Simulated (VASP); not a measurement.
# B (P-6m2) in VASP: notebook

The runs below take B through single point, relaxation of cell and atoms, with PBE.

All numbers are computed with VASP 6.6.1; they aren't measurements. Logs are shortened: lines on timing, memory, paths and dates and some standing lists are left out, and cuts for length are marked.

**1. The cell of the first run**

It takes space group P-6m2 (No. 187, hexagonal). Conventional cell: a = 2.902 Å, b = 2.902 Å, c = 5.276 Å, α = 90.00°, β = 90.00°, γ = 120.00°. Within 2.5 Å of B (site symmetry -6m2) lie 12 B at 1.87 to 2.47 Å. Within 2.2 Å of B (site symmetry 3m) lie 8 B at 1.68 to 1.94 Å. B (site symmetry 3m) has 7 B at 1.66 to 1.94 Å within 2.2 Å. Within 2.4 Å of B (site symmetry -6m2) lie 8 B at 1.80 to 1.87 Å.

The cell was built from a structure type or drawn by symmetry, and may not be a known phase.

**2. Single point, PBE**

Input file INCAR:

```
SYSTEM = B
PREC     = Accurate       ! precision mode
ENCUT    = 520            ! plane-wave cutoff, eV
EDIFF    = 1E-6           ! SCF threshold, eV
ISMEAR   = 0              ! smearing method
SIGMA    = 0.1            ! smearing width, eV
LREAL    = .FALSE.        ! projectors in reciprocal space
LASPH    = .TRUE.         ! aspherical terms in the spheres
NELM     = 100            ! most SCF steps
ALGO     = Normal         ! electronic algorithm
ISIF     = 2              ! what is computed and relaxed
LWAVE    = .FALSE.        ! write WAVECAR
LCHARG   = .FALSE.        ! write CHGCAR
GGA      = PE             ! functional
NBANDS   = 18             ! bands
```

Input file KPOINTS:

```
Automatic mesh
0
G
  6 6 2
  0 0 0
```

Input file POSCAR:

```
B
1.0
    2.9024641822      0.0000000034      0.0000000000
   -1.4512320940      2.5136077137      0.0000000000
    0.0000000000      0.0000000000      5.2756574153
B
6
Direct
    0.0000000000      0.0000000000      0.0000000000
    0.3333333333      0.6666666667      0.1592772788
    0.6666666667      0.3333333333      0.3431174513
    0.3333333333      0.6666666667      0.5000000000
    0.6666666667      0.3333333333      0.6568825487
    0.3333333333      0.6666666667      0.8407227212
```

Potentials or basis: VASP PAW PBE potentials, release 64 (B).

Run with:

```sh
$ cat potpaw_PBE.64/B/POTCAR > POTCAR
$ mpirun -np 1 vasp_std > vasp.out
```

OUTCAR:

```text
SYSTEM = B
   PREC = Accurate
   ENCUT = 520
   EDIFF = 1E-6
   ISMEAR = 0
   LREAL = .FALSE.
   LASPH = .TRUE.
   NELM = 100
   ISIF = 2
   GGA = PE

 ion  position               nearest neighbor table
   1  0.000  0.000  0.000-   2 1.87   6 1.87   2 1.87   6 1.87   2 1.87   6 1.87
   2  0.333  0.667  0.159-   6 1.68   4 1.80   1 1.87   1 1.87   1 1.87   3 1.94   3 1.94   3 1.94

   3  0.667  0.333  0.343-   5 1.66   4 1.87   4 1.87   4 1.87   2 1.94   2 1.94   2 1.94
   4  0.333  0.667  0.500-   2 1.80   6 1.80   3 1.87   5 1.87   3 1.87   5 1.87   5 1.87   3 1.87

   5  0.667  0.333  0.657-   3 1.66   4 1.87   4 1.87   4 1.87   6 1.94   6 1.94   6 1.94
   6  0.333  0.667  0.841-   2 1.68   4 1.80   1 1.87   1 1.87   1 1.87   5 1.94   5 1.94   5 1.94

  LATTYP: Found a hexagonal cell.
 ALAT       =     2.9024641822
 C/A-ratio  =     1.8176477242

  Lattice vectors:

 A1 = (   2.9024641822,   0.0000000034,   0.0000000000)
 A2 = (  -1.4512320940,   2.5136077137,   0.0000000000)
 A3 = (   0.0000000000,   0.0000000000,   5.2756574153)

Analysis of symmetry for initial positions (statically):
=====================================================================
 Subroutine PRICEL returns:
 Original cell was already a primitive cell.

 Routine SETGRP: Setting up the symmetry group for a
 hexagonal supercell.

 Subroutine GETGRP returns: Found 12 space group operations
 (whereof 12 operations were pure point group operations)
 out of a pool of 24 trial point group operations.

The static configuration has the point symmetry D_3h.

Analysis of symmetry for dynamics (positions and initial velocities):
=====================================================================
 Subroutine PRICEL returns:
 Original cell was already a primitive cell.

 Routine SETGRP: Setting up the symmetry group for a
 hexagonal supercell.

 Subroutine GETGRP returns: Found 12 space group operations
 (whereof 12 operations were pure point group operations)
 out of a pool of 24 trial point group operations.

The dynamic configuration has the point symmetry D_3h.

 Subroutine INISYM returns: Found 12 space group operations
 (whereof 12 operations are pure point group operations),
 and found     1 'primitive' translations

----------------------------------------------------------------------------------------

                                     Primitive cell

  volume of cell :      38.4894

  direct lattice vectors                    reciprocal lattice vectors
     2.902464182  0.000000003  0.000000000     0.344534829  0.198917277  0.000000000
    -1.451232094  2.513607714  0.000000000    -0.000000000  0.397834552  0.000000000
     0.000000000  0.000000000  5.275657415     0.000000000  0.000000000  0.189549836

  length of vectors
     2.902464182  2.902464182  5.275657415     0.397834552  0.397834552  0.189549836

  position of ions in fractional coordinates (direct lattice)
     0.000000000  0.000000000  0.000000000
     0.333333333  0.666666667  0.159277279
     0.666666667  0.333333333  0.343117451
     0.333333333  0.666666667  0.500000000
     0.666666667  0.333333333  0.656882549
     0.333333333  0.666666667  0.840722721

  ion indices of the primitive-cell ions
   primitive index   ion index
                 1           1
                 2           2
                 3           3
                 4           4
                 5           5
                 6           6

----------------------------------------------------------------------------------------

 KPOINTS: Automatic mesh

Automatic generation of k-mesh.
 Grid dimensions read from file:
 generate k-points for:    6    6    2

 Generating k-lattice:

  Cartesian coordinates                     Fractional coordinates (reciprocal lattice)
     0.057422471  0.033152879  0.000000000     0.166666667  0.000000000  0.000000000
    -0.000000000  0.066305759  0.000000000     0.000000000  0.166666667  0.000000000
     0.000000000  0.000000000  0.094774918     0.000000000  0.000000000  0.500000000

  Length of vectors
     0.066305759  0.066305759  0.094774918

  Shift w.r.t. Gamma in fractional coordinates (k-lattice)
     0.000000000  0.000000000  0.000000000

 Subroutine IBZKPT returns following result:
 ===========================================

 Found     14 irreducible k-points:

 Following reciprocal coordinates:
            Coordinates               Weight
  0.000000  0.000000  0.000000      1.000000
  0.166667  0.000000  0.000000      6.000000
  0.333333  0.000000  0.000000      6.000000
  0.500000  0.000000  0.000000      3.000000
  0.166667  0.166667  0.000000      6.000000
  0.333333  0.166667  0.000000     12.000000
  0.333333  0.333333  0.000000      2.000000
  0.000000  0.000000  0.500000      1.000000
  0.166667  0.000000  0.500000      6.000000
  0.333333  0.000000  0.500000      6.000000
  0.500000  0.000000  0.500000      3.000000
  0.166667  0.166667  0.500000      6.000000
  0.333333  0.166667  0.500000     12.000000
  0.333333  0.333333  0.500000      2.000000
   k-points           NKPTS =     14   k-points in BZ     NKDIM =     14   number of bands    NBANDS=     18
   number of dos      NEDOS =    301   number of ions     NIONS =      6
   total plane-waves  NPLWV =  23040
   dimension x,y,z NGX =    24 NGY =   24 NGZ =   40
   dimension x,y,z NGXF=    48 NGYF=   48 NGZF=   80
   ions per type =               6
   NGX,Y,Z   is equivalent  to a cutoff of  13.75, 13.75, 12.60 a.u.
   NGXF,Y,Z  is equivalent  to a cutoff of  27.49, 27.49, 25.21 a.u.
 SYSTEM =  B
   PREC   = accura    normal or accurate (medium, high low for compatibility)
   ISTART =      0    job   : 0-new  1-cont  2-samecut
   ICHARG =      2    charge: 1-file 2-atom 10-const
   ISPIN  =      1    spin polarized calculation?
   LNONCOLLINEAR =      F non collinear calculations
   LSORBIT =      F    spin-orbit coupling
   LASPH  =      T    aspherical Exc in radial PAW
   ENCUT  =  520.0 eV  38.22 Ry    6.18 a.u.   5.40  5.40  9.81*2*pi/ulx,y,z
   NELM   =    100;   NELMIN=  2; NELMDL= -5     # of ELM steps
   EDIFF  = 0.1E-05   stopping-criterion for ELM
   LREAL  =      F    real-space projection
   EDIFFG = 0.1E-04   stopping-criterion for IOM
   NSW    =      0    number of steps for IOM
   IBRION =     -1    ionic relax: 0-MD 1-quasi-New 2-CG
   NFREE  =      0    steps in history (QN), initial steepest desc. (CG)
   ISIF   =      2    stress and relaxation
   ISYM   =      2    0-nonsym 1-usesym 2-fastsym
   POTIM  = 0.5000    time-step for ionic-motion
   TEBEG  =    0.0;   TEEND  =   0.0 temperature during run
   PSTRESS=    0.0 pullay stress
   NELECT =      18.0000    total number of electrons
   NUPDOWN=      -1.0000    fix difference up-down
   EMIN   =  10.00;   EMAX   =-10.00  energy-range for DOS
   EFERMI =   0.00;   METHOD = LEGACY
   ISMEAR =     0;   SIGMA  =   0.10  broadening in eV -4-tet -1-fermi 0-gaus
   EFERMI_NEDOS =   21; number of points for ismear=-14 and -15
   IALGO  =     38    algorithm
   IMIX   =      4    mixing-type and parameters
     AMIX     =   0.40;   BMIX     =  1.00
     AMIX_MAG =   1.60;   BMIX_MAG =  1.00
  volume/ion in A,a.u.               =       6.41        43.29
  Fermi-wavevector in a.u.,A,eV,Ry     =   1.270726  2.401324 21.969944  1.614745
  Thomas-Fermi vector in A             =   2.403698
   LORBIT       =      0    0 simple, 1 ext, 2 COOP (PROOUT), +10 PAW based schemes
   GGA     = PE    functional components
   LHFCALC =     F    Hartree Fock is set to
   AEXX    =    0.0000 exact exchange contribution
   IVDW    =     0    specifies the selected vdW correction
   LEPSILON=     F    determine dielectric tensor
   LRPA    =     F    only Hartree local field effects (RPA)
 non-spin polarized calculation
 Gauss-broadening in eV      SIGMA  =   0.10
  energy-cutoff  :      520.00
  volume of cell :       38.49
 maximum number of plane-waves:      1076
 NGX is ok and might be reduce to    24
   NGX = 11   NGY = 11   NGZ = 19

 number of electron      18.0000000 magnetization

 Free energy of the ion-electron system (eV)
  ---------------------------------------------------
  ext. energy  EPLUGINS =         0.00000000
  ---------------------------------------------------
  free energy    TOTEN  =       -36.65291736 eV

  energy without entropy =      -36.64713027  energy(sigma->0) =      -36.65002382

 E-fermi :   9.1485     XC(G=0): -12.3933

 val. band max:        9.0393394397   @ k =   0.3333   0.0000   0.5000
 cond. band min:       9.2109552606   @ k =   0.3333   0.0000   0.5000
 fundamental gap:      0.1716158208
 Fermi energy:         9.1485348310

 k-point     1 :       0.0000    0.0000    0.0000
  band No.  band energies     occupation
      1      -9.0086      2.00000
      2      -5.1604      2.00000
      3      -4.5694      2.00000
      4       5.4598      2.00000
      5       5.7793      2.00000
      6       5.7793      2.00000
[... 10 lines left out ...]
     17      16.0960      0.00000
     18      16.0960      0.00000

 k-point     2 :       0.1667    0.0000    0.0000
  band No.  band energies     occupation
      1      -8.4940      2.00000
      2      -4.6829      2.00000
      3      -4.0653      2.00000
      4       3.0617      2.00000
      5       4.4991      2.00000
      6       4.8715      2.00000
[... 10 lines left out ...]
     17      17.5583      0.00000
     18      17.6850      0.00000

 k-point     3 :       0.3333    0.0000    0.0000
  band No.  band energies     occupation
      1      -6.9657      2.00000
      2      -3.3133      2.00000
      3      -2.5918      2.00000
      4      -0.8313      2.00000
      5       2.2784      2.00000
      6       3.0363      2.00000
[... 10 lines left out ...]
     17      18.2251      0.00000
     18      19.2868      0.00000

 k-point     4 :       0.5000    0.0000    0.0000
  band No.  band energies     occupation
      1      -4.8615      2.00000
      2      -3.9594      2.00000
      3      -1.5024      2.00000
      4      -0.8781      2.00000
      5      -0.0237      2.00000
      6       1.0172      2.00000
[... 10 lines left out ...]
     17      19.7495      0.00000
     18      20.0066      0.00000

 k-point     5 :       0.1667    0.1667    0.0000
  band No.  band energies     occupation
      1      -7.4718      2.00000
      2      -3.7505      2.00000
      3      -3.0731      2.00000
      4       0.9006      2.00000
      5       1.9021      2.00000
      6       3.7041      2.00000
[... 10 lines left out ...]
     17      18.0602      0.00000
     18      18.5421      0.00000

 k-point     6 :       0.3333    0.1667    0.0000
  band No.  band energies     occupation
      1      -5.4861      2.00000
      2      -2.6023      2.00000
      3      -1.7317      2.00000
      4      -1.2460      2.00000
      5       0.3399      2.00000
      6       1.4680      2.00000
[... 97 lines left out ...]
 k-point    11 :       0.5000    0.0000    0.5000
  band No.  band energies     occupation
      1      -4.2141      2.00000
      2      -3.6272      2.00000
      3      -3.0975      2.00000
      4      -2.4009      2.00000
      5       1.4735      2.00000
      6       3.4183      2.00000
[... 10 lines left out ...]
     17      21.0303      0.00000
     18      22.1831      0.00000

 k-point    12 :       0.1667    0.1667    0.5000
  band No.  band energies     occupation
      1      -6.7011      2.00000
      2      -6.1512      2.00000
      3       0.6209      2.00000
      4       0.8575      2.00000
      5       2.3315      2.00000
      6       2.3821      2.00000
[... 10 lines left out ...]
     17      17.0297      0.00000
     18      18.8571      0.00000

 k-point    13 :       0.3333    0.1667    0.5000
  band No.  band energies     occupation
      1      -4.7623      2.00000
      2      -4.1765      2.00000
      3      -1.7365      2.00000
      4      -0.9204      2.00000
      5       1.4320      2.00000
      6       1.4539      2.00000
[... 10 lines left out ...]
     17      19.2327      0.00000
     18      19.6980      0.00000

 k-point    14 :       0.3333    0.3333    0.5000
  band No.  band energies     occupation
      1      -2.8489      2.00000
      2      -2.7747      2.00000
      3      -2.6215      2.00000
      4      -0.9051      2.00000
      5      -0.8324      2.00000
      6      -0.5815      2.00000
[... 10 lines left out ...]
     17      18.8562      0.00000
     18      19.9611      0.00000

------------------------ aborting loop because EDIFF is reached ----------------------------------------

  FORCE on cell =-STRESS in cart. coord.  units (eV):
  Direction    XX          YY          ZZ          XY          YZ          ZX
  --------------------------------------------------------------------------------------
  -------------------------------------------------------------------------------------
  Total       -0.0086144     -0.0086144     -0.0425011     -0.0000000      0.0000000      0.0000000
  in kB       -0.3585876     -0.3585876     -1.7691692     -0.0000000      0.0000000      0.0000000
  external PRESSURE =      -0.8287815 kB  Pullay stress =       0.0000000 kB

 VOLUME and BASIS-vectors are now :
 -----------------------------------------------------------------------------
  energy-cutoff  :      520.00
  volume of cell :       38.49
      direct lattice vectors                 reciprocal lattice vectors
     2.902464182  0.000000003  0.000000000     0.344534829  0.198917277  0.000000000
    -1.451232094  2.513607714  0.000000000    -0.000000000  0.397834552  0.000000000
     0.000000000  0.000000000  5.275657415     0.000000000  0.000000000  0.189549836

 POSITION                                       TOTAL-FORCE (eV/Angst)
 -----------------------------------------------------------------------------------
      0.00000      0.00000      0.00000        -0.000000      0.000000     -0.000000
     -0.00000      1.67574      0.84029        -0.000000      0.000000     -0.001656
      1.45123      0.83787      1.81017        -0.000000      0.000000     -0.007159
     -0.00000      1.67574      2.63783         0.000000     -0.000000     -0.000000
      1.45123      0.83787      3.46549        -0.000000      0.000000      0.007159
     -0.00000      1.67574      4.43537        -0.000000     -0.000000      0.001656
 -----------------------------------------------------------------------------------
    total drift:                                0.000000     -0.000000      0.000000

  FREE ENERGIE OF THE ION-ELECTRON SYSTEM (eV)
  ---------------------------------------------------
  free  energy   TOTEN  =       -36.6529173592 eV

  energy  without entropy=      -36.6471302712  energy(sigma->0) =      -36.65002382
```

Run time: 6.9 s. Hardware: 1 thread of AMD EPYC 9R45 (Zen 5), shared host; peak memory 0.12 GiB.

What came out:

| Property | Result |
| --- | --- |
| Free energy | -36.6529 eV |
| Pressure | -0.1 GPa |
| Largest force | 0.007 eV/Å |
| Band gap on the k mesh | zero (bands 9 and 10 overlap by 2.99 eV) |

Forces on the atoms (eV/Å):
```
B    0.000  0.000  0.000
B    0.000  0.000 -0.002
B    0.000  0.000 -0.007
B    0.000  0.000  0.000
B    0.000  0.000  0.007
B    0.000  0.000  0.002
```

Caveat: the k points lie up to 0.60 Å⁻¹ apart, too coarse for converged energies and pressures of a metal.

(Continued in part 2 of 3.)
